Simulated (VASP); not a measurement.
# LiF (Fm-3m) in VASP: further runs

LiF is run at these levels: PBE; tasks: electric field gradients.

All numbers are computed with VASP 6.6.1; they aren't measurements. Logs are shortened: lines on timing, memory, paths and dates and some standing lists are left out, and cuts for length are marked.

### Step 1. The cell of the first run

The structure is cubic, space group Fm-3m (No. 225). The conventional cell has a = 3.974 Å, b = 3.974 Å, c = 3.974 Å, α = 90.00°, β = 90.00°, γ = 90.00°. Li (site symmetry m-3m) has 6 F at 1.99 Å within 2.6 Å. F (site symmetry m-3m) has 6 Li at 1.99 Å within 2.6 Å.

### Step 2. Electric field gradients, PBE (volume scaled by 0.96)

Contents of INCAR:

```
SYSTEM = LiF
PREC = Accurate ; ENCUT = 520
EDIFF = 1E-8 ; ISMEAR = -1
SIGMA = 0.03 ; LREAL = .FALSE.
LASPH = .TRUE. ; NELM = 100
ALGO = Normal ; ISIF = 2
LWAVE = .FALSE. ; LCHARG = .FALSE.
GGA = PE ; LEFG = .TRUE.
NBANDS = 12
```

Contents of KPOINTS:

```
regular mesh
0
G
  10 10 10
  0 0 0
```

Contents of POSCAR:

```
LiF
1.0
    0.0000000000      1.9867804471      1.9867804471
    1.9867804471      0.0000000000      1.9867804471
    1.9867804471      1.9867804471      0.0000000000
Li F
1 1
Direct
    0.0000000000      0.0000000000      0.0000000000
    0.5000000000      0.5000000000      0.5000000000
```

Potentials or basis: VASP PAW PBE potentials, release 64 (Li_sv, F).

Started as:

```bash
$ cat potpaw_PBE.64/Li_sv/POTCAR potpaw_PBE.64/F/POTCAR > POTCAR
$ mpirun -np 1 vasp_std > vasp.out
```

OUTCAR:

```text
SYSTEM = LiF
   PREC = Accurate
   ENCUT = 520
   EDIFF = 1E-8
   ISMEAR = -1
   LREAL = .FALSE.
   LASPH = .TRUE.
   NELM = 100
   ISIF = 2
   GGA = PE

 ion  position               nearest neighbor table
   1  0.000  0.000  0.000-   2 1.99   2 1.99   2 1.99   2 1.99   2 1.99   2 1.99
   2  0.500  0.500  0.500-   1 1.99   1 1.99   1 1.99   1 1.99   1 1.99   1 1.99

  LATTYP: Found a face centered cubic cell.
 ALAT       =     3.9735608942

  Lattice vectors:

 A1 = (   0.0000000000,   1.9867804471,   1.9867804471)
 A2 = (   1.9867804471,   0.0000000000,   1.9867804471)
 A3 = (   1.9867804471,   1.9867804471,   0.0000000000)

Analysis of symmetry for initial positions (statically):
=====================================================================
 Subroutine PRICEL returns:
 Original cell was already a primitive cell.

 Routine SETGRP: Setting up the symmetry group for a
 face centered cubic supercell.

 Subroutine GETGRP returns: Found 48 space group operations
 (whereof 48 operations were pure point group operations)
 out of a pool of 48 trial point group operations.

The static configuration has the point symmetry O_h .

Analysis of symmetry for dynamics (positions and initial velocities):
=====================================================================
 Subroutine PRICEL returns:
 Original cell was already a primitive cell.

 Routine SETGRP: Setting up the symmetry group for a
 face centered cubic supercell.

 Subroutine GETGRP returns: Found 48 space group operations
 (whereof 48 operations were pure point group operations)
 out of a pool of 48 trial point group operations.

The dynamic configuration has the point symmetry O_h .

 Subroutine INISYM returns: Found 48 space group operations
 (whereof 48 operations are pure point group operations),
 and found     1 'primitive' translations

----------------------------------------------------------------------------------------

                                     Primitive cell

  volume of cell :      15.6848

  direct lattice vectors                    reciprocal lattice vectors
     0.000000000  1.986780447  1.986780447    -0.251663439  0.251663439  0.251663439
     1.986780447  0.000000000  1.986780447     0.251663439 -0.251663439  0.251663439
     1.986780447  1.986780447  0.000000000     0.251663439  0.251663439 -0.251663439

  length of vectors
     2.809731854  2.809731854  2.809731854     0.435893863  0.435893863  0.435893863

  position of ions in fractional coordinates (direct lattice)
     0.000000000  0.000000000  0.000000000
     0.500000000  0.500000000  0.500000000

  ion indices of the primitive-cell ions
   primitive index   ion index
                 1           1
                 2           2

----------------------------------------------------------------------------------------

 KPOINTS: regular mesh

Automatic generation of k-mesh.
 Grid dimensions read from file:
 generate k-points for:   10   10   10

 Generating k-lattice:

  Cartesian coordinates                     Fractional coordinates (reciprocal lattice)
    -0.025166344  0.025166344  0.025166344     0.100000000  0.000000000  0.000000000
     0.025166344 -0.025166344  0.025166344     0.000000000  0.100000000  0.000000000
     0.025166344  0.025166344 -0.025166344     0.000000000  0.000000000  0.100000000

  Length of vectors
     0.043589386  0.043589386  0.043589386

  Shift w.r.t. Gamma in fractional coordinates (k-lattice)
     0.000000000  0.000000000  0.000000000

 Subroutine IBZKPT returns following result:
 ===========================================

 Found     47 irreducible k-points:

 Following reciprocal coordinates:
            Coordinates               Weight
  0.000000  0.000000  0.000000      1.000000
  0.100000  0.000000  0.000000      8.000000
  0.200000  0.000000  0.000000      8.000000
  0.300000  0.000000  0.000000      8.000000
  0.400000  0.000000  0.000000      8.000000
  0.500000  0.000000  0.000000      4.000000
[... 16 lines left out ...]
  0.300000  0.300000  0.000000      6.000000
  0.400000  0.300000  0.000000     24.000000
 [... further k-points ...]
   k-points           NKPTS =     47   k-points in BZ     NKDIM =     47   number of bands    NBANDS=     12
   number of dos      NEDOS =    301   number of ions     NIONS =      2
   total plane-waves  NPLWV =  13824
   dimension x,y,z NGX =    24 NGY =   24 NGZ =   24
   dimension x,y,z NGXF=    48 NGYF=   48 NGZF=   48
   ions per type =               1   1
   NGX,Y,Z   is equivalent  to a cutoff of  14.20, 14.20, 14.20 a.u.
   NGXF,Y,Z  is equivalent  to a cutoff of  28.40, 28.40, 28.40 a.u.
 SYSTEM =  LiF
   PREC   = accura    normal or accurate (medium, high low for compatibility)
   ISTART =      0    job   : 0-new  1-cont  2-samecut
   ICHARG =      2    charge: 1-file 2-atom 10-const
   ISPIN  =      1    spin polarized calculation?
   LNONCOLLINEAR =      F non collinear calculations
   LSORBIT =      F    spin-orbit coupling
   LASPH  =      T    aspherical Exc in radial PAW
   ENCUT  =  520.0 eV  38.22 Ry    6.18 a.u.   5.22  5.22  5.22*2*pi/ulx,y,z
   NELM   =    100;   NELMIN=  2; NELMDL= -5     # of ELM steps
   EDIFF  = 0.1E-07   stopping-criterion for ELM
   LREAL  =      F    real-space projection
   EDIFFG = 0.1E-06   stopping-criterion for IOM
   NSW    =      0    number of steps for IOM
   IBRION =     -1    ionic relax: 0-MD 1-quasi-New 2-CG
   NFREE  =      0    steps in history (QN), initial steepest desc. (CG)
   ISIF   =      2    stress and relaxation
   ISYM   =      2    0-nonsym 1-usesym 2-fastsym
   POTIM  = 0.5000    time-step for ionic-motion
   TEBEG  =    0.0;   TEEND  =   0.0 temperature during run
   PSTRESS=    0.0 pullay stress
   NELECT =      10.0000    total number of electrons
   NUPDOWN=      -1.0000    fix difference up-down
   EMIN   =  10.00;   EMAX   =-10.00  energy-range for DOS
   EFERMI =   0.00;   METHOD = LEGACY
   ISMEAR =    -1;   SIGMA  =   0.03  broadening in eV -4-tet -1-fermi 0-gaus
   EFERMI_NEDOS =   21; number of points for ismear=-14 and -15
   IALGO  =     38    algorithm
   IMIX   =      4    mixing-type and parameters
     AMIX     =   0.40;   BMIX     =  1.00
     AMIX_MAG =   1.60;   BMIX_MAG =  1.00
  volume/ion in A,a.u.               =       7.84        52.92
  Fermi-wavevector in a.u.,A,eV,Ry     =   1.409013  2.662648 27.011881  1.985317
  Thomas-Fermi vector in A             =   2.531112
   LORBIT       =      0    0 simple, 1 ext, 2 COOP (PROOUT), +10 PAW based schemes
   GGA     = PE    functional components
   LHFCALC =     F    Hartree Fock is set to
   AEXX    =    0.0000 exact exchange contribution
   IVDW    =     0    specifies the selected vdW correction
   LEPSILON=     F    determine dielectric tensor
   LRPA    =     F    only Hartree local field effects (RPA)
 non-spin polarized calculation
  energy-cutoff  :      520.00
  volume of cell :       15.68
 maximum number of plane-waves:       444
 NGX is ok and might be reduce to    24
   NGX = 11   NGY = 11   NGZ = 11

 number of electron      10.0000000 magnetization

 number of electron       9.9999999 magnetization

 Free energy of the ion-electron system (eV)
  ---------------------------------------------------
  ext. energy  EPLUGINS =         0.00000000
  ---------------------------------------------------
  free energy    TOTEN  =        -9.62199190 eV

  energy without entropy =       -9.62199190  energy(sigma->0) =       -9.62199190

 E-fermi :   0.0915     XC(G=0): -10.1830

 val. band max:       -0.7648522414   @ k =   0.0000   0.0000   0.0000
 cond. band min:       8.6992180955   @ k =   0.0000   0.0000   0.0000
 fundamental gap:      9.4640703369
 Fermi energy:         0.0914911456

 k-point     1 :       0.0000    0.0000    0.0000
  band No.  band energies     occupation
      1     -41.5980      2.00000
      2     -20.8538      2.00000
      3      -0.7649      2.00000
      4      -0.7649      2.00000
      5      -0.7649      2.00000
      6       8.6992      0.00000
      7      23.7474      0.00000
      8      23.7474      0.00000
      9      23.7475      0.00000
     10      23.9644      0.00000
     11      23.9644      0.00000
     12      23.9644      0.00000

 k-point     2 :       0.1000    0.0000    0.0000
  band No.  band energies     occupation
      1     -41.5914      2.00000
      2     -20.8128      2.00000
      3      -1.0649      2.00000
      4      -0.7893      2.00000
      5      -0.7893      2.00000
      6       8.9879      0.00000
      7      20.9107      0.00000
      8      22.4078      0.00000
      9      22.4078      0.00000
     10      25.0689      0.00000
     11      25.0689      0.00000
     12      25.1777      0.00000

 k-point     3 :       0.2000    0.0000    0.0000
  band No.  band energies     occupation
      1     -41.5739      2.00000
      2     -20.7011      2.00000
      3      -1.7861      2.00000
      4      -0.8519      2.00000
      5      -0.8519      2.00000
      6       9.6229      0.00000
      7      18.4130      0.00000
      8      20.8645      0.00000
      9      20.8645      0.00000
     10      26.1942      0.00000
     11      26.4464      0.00000
     12      26.4464      0.00000
[... 286 lines left out ...]
 k-point    23 :       0.3000    0.3000    0.0000
  band No.  band energies     occupation
      1     -41.5397      2.00000
      2     -20.4035      2.00000
      3      -2.7654      2.00000
      4      -1.4687      2.00000
      5      -1.4687      2.00000
      6      11.8880      0.00000
      7      17.3994      0.00000
      8      18.7029      0.00000
      9      20.1065      0.00000
     10      20.1065      0.00000
     11      34.5014      0.00000
     12      34.6914      0.00000

 k-point    24 :       0.4000    0.3000    0.0000
  band No.  band energies     occupation
      1     -41.5268      2.00000
      2     -20.2831      2.00000
      3      -3.2097      2.00000
      4      -1.6913      2.00000
      5      -1.5729      2.00000
      6      12.7043      0.00000
      7      16.2789      0.00000
      8      18.2135      0.00000
      9      19.8540      0.00000
     10      20.9241      0.00000
     11      34.1006      0.00000
     12      34.8794      0.00000

 [... further k-points ...]

------------------------ aborting loop because EDIFF is reached ----------------------------------------

  FORCE on cell =-STRESS in cart. coord.  units (eV):
  Direction    XX          YY          ZZ          XY          YZ          ZX
  --------------------------------------------------------------------------------------
  -------------------------------------------------------------------------------------
  Total        0.4935731      0.4935731      0.4935731      0.0000000      0.0000000     -0.0000000
  in kB       50.4176332     50.4176332     50.4176332      0.0000000      0.0000000     -0.0000000
  external PRESSURE =      50.4176332 kB  Pullay stress =       0.0000000 kB

 VOLUME and BASIS-vectors are now :
 -----------------------------------------------------------------------------
  energy-cutoff  :      520.00
  volume of cell :       15.68
      direct lattice vectors                 reciprocal lattice vectors
     0.000000000  1.986780447  1.986780447    -0.251663439  0.251663439  0.251663439
     1.986780447  0.000000000  1.986780447     0.251663439 -0.251663439  0.251663439
     1.986780447  1.986780447  0.000000000     0.251663439  0.251663439 -0.251663439

 POSITION                                       TOTAL-FORCE (eV/Angst)
 -----------------------------------------------------------------------------------
      0.00000      0.00000      0.00000         0.000000      0.000000     -0.000000
      1.98678      1.98678      1.98678        -0.000000     -0.000000      0.000000
 -----------------------------------------------------------------------------------
    total drift:                               -0.000000     -0.000000      0.000000

  FREE ENERGIE OF THE ION-ELECTRON SYSTEM (eV)
  ---------------------------------------------------
  free  energy   TOTEN  =        -9.6219918990 eV

  energy  without entropy=       -9.6219918990  energy(sigma->0) =       -9.62199190

 Electric field gradients (V/A^2)
---------------------------------------------------------------------
 ion       V_xx      V_yy      V_zz      V_xy      V_xz      V_yz
---------------------------------------------------------------------
   1      -0.000    -0.000     0.000     0.000     0.000     0.000
   2      -0.000    -0.000    -0.000     0.002     0.002     0.002
---------------------------------------------------------------------

 Electric field gradients after diagonalization (V/A^2)
 (convention: |V_zz| > |V_xx| > |V_yy|)
----------------------------------------------------------------------
 ion       V_xx      V_yy      V_zz     asymmetry (V_yy - V_xx)/ V_zz
----------------------------------------------------------------------
   1      -0.000    -0.000     0.001       0.000
   2      -0.002    -0.002     0.003       0.000
----------------------------------------------------------------------

           NMR quadrupolar parameters

 Cq : quadrupolar parameter    Cq=e*Q*V_zz/h
 eta: asymmetry parameters     (V_yy - V_xx)/ V_zz
 Q  : nuclear electric quadrupole moment in mb (millibarn)
----------------------------------------------------------------------
 ion       Cq(MHz)       eta       Q (mb)
----------------------------------------------------------------------
   1       0.000       0.000       1.000
   2       0.000       0.000       1.000
----------------------------------------------------------------------
```

Run time: 6.4 s. Hardware: 1 thread of AMD EPYC 9R45 (Zen 5), shared host; peak memory 0.1 GiB.

What came out:

```
Free energy            : -9.6220 eV
Band gap on the k mesh : 9.46 eV, direct
```

Levels at points of the mesh, in eV from the valence-band top:
| k point | band 1 | band 2 | band 3 | band 4 | band 5 | band 6 | band 7 | band 8 | band 9 | band 10 |
| --- | --- | --- | --- | --- | --- | --- | --- | --- | --- | --- |
| (0.00, 0.00, 0.00) | -40.83 | -20.09 | 0.00 | 0.00 | 0.00 | 9.46 | 24.51 | 24.51 | 24.51 | 24.73 |
| (0.50, 0.00, 0.00) | -40.76 | -19.62 | -2.64 | -0.24 | -0.24 | 10.99 | 17.24 | 19.22 | 19.22 | 31.12 |
| (0.50, 0.50, 0.00) | -40.75 | -19.33 | -3.18 | -1.06 | -1.06 | 15.20 | 16.67 | 17.95 | 20.73 | 20.73 |

Caveat: the cutoff is under 1.25 times the usual one of these potentials, so pressure, stress and relaxed cells hold a basis-set (Pulay) error; without QUAD_EFG the Cq values of the log hold for a quadrupole moment of 1 mb, not for the nuclei.

[end of part 1 of 3]
